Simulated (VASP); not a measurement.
MgGe2:

```
Mg Ge
1.0
     1.89106    1.09180    4.95957
    -1.89106    1.09180    4.95957
     0.00000   -2.18361    4.95957
Mg Ge
1 2
Direct
  0.00000 0.00000 0.00000
  0.79782 0.79782 0.79782
  0.20218 0.20218 0.20218
```

```yaml
Program: VASP 6.6.1
Task: relaxation of cell and atoms
Functional: PBE
Potentials_or_basis: VASP PAW PBE potentials, release 64 (Mg, Ge_d)
Cutoff: 600 eV
k_mesh: 6 × 6 × 6
Occupations: gaussian, width 0.1 eV
Spin: no spin polarisation
```

At the start: pressure 5.0 GPa; volume 20.48 Å³/atom.

Problem. Where does the relaxation end?

Solution. Over 6 steps the energy falls by 60.7 meV/atom and the volume is 21.64 Å³/atom (+5.6 %); space group R-3m (No. 166, to 0.1 Å) before and after.

The path:
| step | energy change (eV) | largest force (eV/Å) | pressure (GPa) | volume (Å³) |
| --- | --- | --- | --- | --- |
| 1 | 0.0000 | 0.9708 | 4.98 | 61.44 |
| 2 | -0.1301 | 0.0863 | -1.52 | 67.25 |
| 3 | -0.1310 | 0.1445 | -1.13 | 66.75 |
| 4 | -0.1587 | 0.1519 | -0.75 | 65.94 |
| 5 | -0.1778 | 0.2130 | 0.54 | 64.34 |
| 6 | -0.1822 | 0.0064 | -0.05 | 64.91 |

Final structure:
```
Mg Ge
1.0
     1.99953    1.15443    4.68655
    -1.99953    1.15443    4.68655
     0.00000   -2.30886    4.68655
Mg Ge
1 2
Direct
  0.00000 0.00000 0.00000
  0.79123 0.79123 0.79123
  0.20877 0.20877 0.20877
```
